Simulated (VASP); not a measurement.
# CoSiGe3 (Pm-3m) in VASP: a series of runs, part 2 of 2

VASP 6.6.1.

**5. Single point, PBE, collinear spin, ferromagnetic start**

This run uses another cell than the first one, of 21.32 Å³/atom.

Contents of INCAR:

```
SYSTEM = CoSiGe3
PREC     = Accurate       ! precision mode
ENCUT    = 520            ! plane-wave cutoff, eV
EDIFF    = 1E-7           ! SCF threshold, eV
ISMEAR   = 0              ! smearing method
SIGMA    = 0.1            ! smearing width, eV
LREAL    = .False.        ! projectors in reciprocal space
LASPH    = .True.         ! aspherical terms in the spheres
NELM     = 150            ! most SCF steps
ALGO     = Normal         ! electronic algorithm
ISIF     = 2              ! what is computed and relaxed
LWAVE    = .False.        ! write WAVECAR
LCHARG   = .False.        ! write CHGCAR
ISPIN    = 2              ! spin polarisation
MAGMOM   = 2.26 0 0 0 0   ! initial moments
LORBIT   = 11             ! projections on sites
LMAXMIX  = 4              ! l up to which the mixer works
GGA      = PE             ! functional
NBANDS   = 40             ! bands
```

Contents of KPOINTS:

```
Automatic mesh
0
Gamma
  8 8 8
  0 0 0
```

Contents of POSCAR:

```
CoSiGe3
1.0
    4.7413645131      0.0000000000      0.0000000000
    0.0000000000      4.7413645131      0.0000000000
    0.0000000000      0.0000000000      4.7413645131
Co Si Ge
1 1 3
Direct
    0.0000000000      0.0000000000      0.0000000000
    0.5000000000      0.5000000000      0.5000000000
    0.0000000000      0.5000000000      0.5000000000
    0.5000000000      0.5000000000      0.0000000000
    0.5000000000      0.0000000000      0.5000000000
```

Potentials or basis: VASP PAW PBE potentials, release 64 (Co, Si, Ge_d).

Launch:

```bash
cat potpaw_PBE.64/Co/POTCAR potpaw_PBE.64/Si/POTCAR potpaw_PBE.64/Ge_d/POTCAR > POTCAR
mpirun -np 1 vasp_std > vasp.out
```

OUTCAR:

```text
SYSTEM = CoSiGe3
   PREC = Accurate
   ENCUT = 520
   EDIFF = 1E-7
   ISMEAR = 0
   LREAL = .False.
   LASPH = .True.
   NELM = 150
   ISIF = 2
   ISPIN = 2
   LORBIT = 11
   GGA = PE

 ion  position               nearest neighbor table
   1  0.000  0.000  0.000-
   2  0.500  0.500  0.500-   3 2.37   4 2.37   5 2.37   4 2.37   5 2.37   3 2.37
   3  0.000  0.500  0.500-   2 2.37   2 2.37
   4  0.500  0.500  0.000-   2 2.37   2 2.37
   5  0.500  0.000  0.500-   2 2.37   2 2.37

  LATTYP: Found a simple cubic cell.
 ALAT       =     4.7413645131

  Lattice vectors:

 A1 = (   4.7413645131,   0.0000000000,   0.0000000000)
 A2 = (   0.0000000000,   4.7413645131,   0.0000000000)
 A3 = (   0.0000000000,   0.0000000000,   4.7413645131)

Analysis of symmetry for initial positions (statically):
=====================================================================
 Subroutine PRICEL returns:
 Original cell was already a primitive cell.

 Routine SETGRP: Setting up the symmetry group for a
 simple cubic supercell.

 Subroutine GETGRP returns: Found 48 space group operations
 (whereof 48 operations were pure point group operations)
 out of a pool of 48 trial point group operations.

The static configuration has the point symmetry O_h .

Analysis of symmetry for dynamics (positions and initial velocities):
=====================================================================
 Subroutine PRICEL returns:
 Original cell was already a primitive cell.

 Routine SETGRP: Setting up the symmetry group for a
 simple cubic supercell.

 Subroutine GETGRP returns: Found 48 space group operations
 (whereof 48 operations were pure point group operations)
 out of a pool of 48 trial point group operations.

The dynamic configuration has the point symmetry O_h .

Analysis of structural, dynamic, and magnetic symmetry:
=====================================================================
 Subroutine PRICEL returns:
 Original cell was already a primitive cell.

[... 168 lines left out ...]

 spin component 1

 k-point     1 :       0.0000    0.0000    0.0000
  band No.  band energies     occupation
      1     -19.6645      1.00000
      2     -19.6426      1.00000
      3     -19.6426      1.00000
      4     -19.6364      1.00000
      5     -19.6364      1.00000
      6     -19.6364      1.00000
[... 997 lines left out ...]
     38      12.9286      0.00000
     39      13.1595      0.00000

 [... further k-points ...]

 spin component 2

 k-point     1 :       0.0000    0.0000    0.0000
  band No.  band energies     occupation
      1     -19.6662      1.00000
      2     -19.6457      1.00000
      3     -19.6457      1.00000
      4     -19.6387      1.00000
      5     -19.6387      1.00000
      6     -19.6387      1.00000
[... 997 lines left out ...]
     38      13.0550      0.00000
     39      13.3297      0.00000

 [... further k-points ...]

 [bands above 39 left out]

------------------------ aborting loop because EDIFF is reached ----------------------------------------

  FORCE on cell =-STRESS in cart. coord.  units (eV):
  Direction    XX          YY          ZZ          XY          YZ          ZX
  --------------------------------------------------------------------------------------
  -------------------------------------------------------------------------------------
  Total       -0.0337362     -0.0337362     -0.0337362     -0.0000000     -0.0000000      0.0000000
  in kB       -0.5071031     -0.5071031     -0.5071031     -0.0000000     -0.0000000      0.0000000
  external PRESSURE =      -0.5071031 kB  Pullay stress =       0.0000000 kB

 VOLUME and BASIS-vectors are now :
 -----------------------------------------------------------------------------
  energy-cutoff  :      520.00
  volume of cell :      106.59
      direct lattice vectors                 reciprocal lattice vectors
     4.741364513  0.000000000  0.000000000     0.210909749  0.000000000  0.000000000
     0.000000000  4.741364513  0.000000000     0.000000000  0.210909749  0.000000000
     0.000000000  0.000000000  4.741364513     0.000000000  0.000000000  0.210909749

 POSITION                                       TOTAL-FORCE (eV/Angst)
 -----------------------------------------------------------------------------------
      0.00000      0.00000      0.00000         0.000000      0.000000      0.000000
      2.37068      2.37068      2.37068         0.000000      0.000000      0.000000
      0.00000      2.37068      2.37068         0.000000      0.000000      0.000000
      2.37068      2.37068      0.00000         0.000000      0.000000      0.000000
      2.37068      0.00000      2.37068         0.000000      0.000000      0.000000
 -----------------------------------------------------------------------------------
    total drift:                                0.000000      0.000000      0.000000

  FREE ENERGIE OF THE ION-ELECTRON SYSTEM (eV)
  ---------------------------------------------------
  free  energy   TOTEN  =       -20.7504788325 eV

  energy  without entropy=      -20.7344898954  energy(sigma->0) =      -20.74248436

 total charge

# of ion       s       p       d       tot
------------------------------------------
    1        0.311   0.115   7.183   7.609
    2        0.802   0.878   0.000   1.680
    3        1.249   0.979  10.017  12.246
    4        1.249   0.979  10.017  12.246
    5        1.249   0.979  10.017  12.246
--------------------------------------------------
tot          4.861   3.931  37.234  46.025

 magnetization (x)

# of ion       s       p       d       tot
------------------------------------------
    1        0.030   0.014   1.951   1.995
    2       -0.001  -0.002   0.000  -0.003
    3        0.000  -0.011  -0.000  -0.011
    4        0.000  -0.011  -0.000  -0.011
    5        0.000  -0.011  -0.000  -0.011
--------------------------------------------------
tot          0.030  -0.022   1.951   1.959
```

stdout:

```text
POSCAR found type information on POSCAR CoSiGe
 POSCAR found :  3 types and       5 ions
 scaLAPACK will be used
 LDA part: xc-table for (Slater+PW92), standard interpolation
 POSCAR, INCAR and KPOINTS ok, starting setup
 FFT: planning ... GRIDC
 FFT: planning ... GRID_SOFT
 FFT: planning ... GRID
 WAVECAR not read
 entering main loop
```

Run time: 9.5 min. Hardware: 1 thread of AMD EPYC 7R13, shared host; peak memory 0.36 GiB.

What came out:

| Property | Result |
| --- | --- |
| Free energy | -20.7505 eV |
| Pressure | -0.1 GPa |
| Net moment | 2.00 μB per cell |
| Site moments | Co +2.00; Si -0.00; Ge -0.01 μB |
| Valence electrons inside the program's atomic spheres | Co 7.61; Si 1.68; Ge 12.25 |

**6. Summary**

| cell | k mesh | gap on the mesh (eV) | pressure (GPa) | moment (μB) |
| --- | --- | --- | --- | --- |
| a = 4.306 Å, 5 atoms | 4 × 4 × 4 | none | 29.3 | 0.89 |
| a = 4.750 Å, 5 atoms | 4 × 4 × 4 | none | 0.0 | 1.72 |
| a = 4.741 Å, 5 atoms | 8 × 8 × 8 | none | -0.1 | 2.00 |

Alike in all rows: task single point; level PBE; potentials or basis VASP PAW PBE potentials, release 64 (Co, Si, Ge_d); spin collinear, ferromagnetic start; cutoff (eV) 520; smearing gaussian 0.1 eV.

Caveats: some runs use coarse meshes.

Absolute energies hang on the potentials; compare differences alone.
